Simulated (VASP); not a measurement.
NbRh, 2 atoms in the cell. The structure is tetragonal, space group P4/mmm (No. 123). The conventional cell has a = 2.809 Å, b = 2.809 Å, c = 3.812 Å, α = 90.00°, β = 90.00°, γ = 90.00°. Nb (site symmetry 4/mmm) has 8 Rh at 2.75 Å and 4 Nb at 2.81 Å within 3.6 Å. Rh (site symmetry 4/mmm) has 8 Nb at 2.75 Å and 4 Rh at 2.81 Å within 3.6 Å. 

```yaml
Program: VASP 6.6.1
Task: vibrations by perturbation theory
Functional: LDA
Potentials_or_basis: VASP PAW LDA potentials, release 64 (Nb_sv, Rh_pv)
Cutoff: 520 eV
k_mesh: 14 × 14 × 12
Occupations: fermi-dirac, width 0.15 eV
Spin: no spin polarisation
Dipole_correction: no
Further_INCAR_settings: ALGO = Fast; EDIFF = 1e-08; NBANDS = 21; IBRION = 8; NSW = 1
```

Potentials or basis: VASP PAW LDA potentials, release 64 (Nb_sv, Rh_pv).

The run is started by

```sh
$ cat potpaw_LDA.64/Nb_sv/POTCAR potpaw_LDA.64/Rh_pv/POTCAR > POTCAR
$ mpirun -np 1 vasp_std > vasp.out
```

Hardware: 1 thread of AMD EPYC 7R43 64-Core Processor (Zen 3), on a shared host.

Problem. Estimate the wall time of this run.

Solution. Wall time 45 min on 1 thread of AMD EPYC 7R43 64-Core Processor (Zen 3), on a shared host, peak memory 0.67 GiB. Counts: scf iterations 134, k points 252.
